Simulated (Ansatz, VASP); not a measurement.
## One calculation of SiO2, two programs

```
Si O
1.0
     4.23597    0.00000    0.00000
     0.00000    4.23597    0.00000
     0.00000    0.00000    2.69056
Si O
2 4
Cartesian
  0.0000 0.0000 0.0000
  2.1180 2.1180 1.3453
  1.3003 1.3003 0.0000
  0.8177 3.4183 1.3453
  2.9356 2.9356 0.0000
  3.4183 0.8177 1.3453
```

Alike in both runs: task relaxation of cell and atoms; functional LDA; k mesh 6 × 6 × 8; occupations gaussian, width 0.02 eV; no spin polarisation.

|  | VASP | Ansatz |
| --- | --- | --- |
| version | VASP 6.6.1 | Ansatz 0.2.0 |
| potentials or method | VASP PAW LDA potentials, release 64 (Si, O), cutoff 600 eV | scalar-relativistic, plane waves, PAW |
| valence electrons in the cell | 32 | 32 |

VASP gave:

```
gap on the k mesh at the Fermi level, each at its own relaxed structure (eV) : 5.78
relaxed volume (Å³/atom)                                                     : 7.67
relaxed cell length with the largest relative difference (Å)                 : 2.666
```

Question: What did Ansatz give for the same quantities?

Answer: gap on the k mesh at the Fermi level, each at its own relaxed structure (eV): 5.81; relaxed volume (Å³/atom): 7.66; relaxed cell length with the largest relative difference (Å): 2.661.

LDA's correlation is that of Perdew and Zunger in VASP and of Perdew and Wang (1992) in Ansatz.
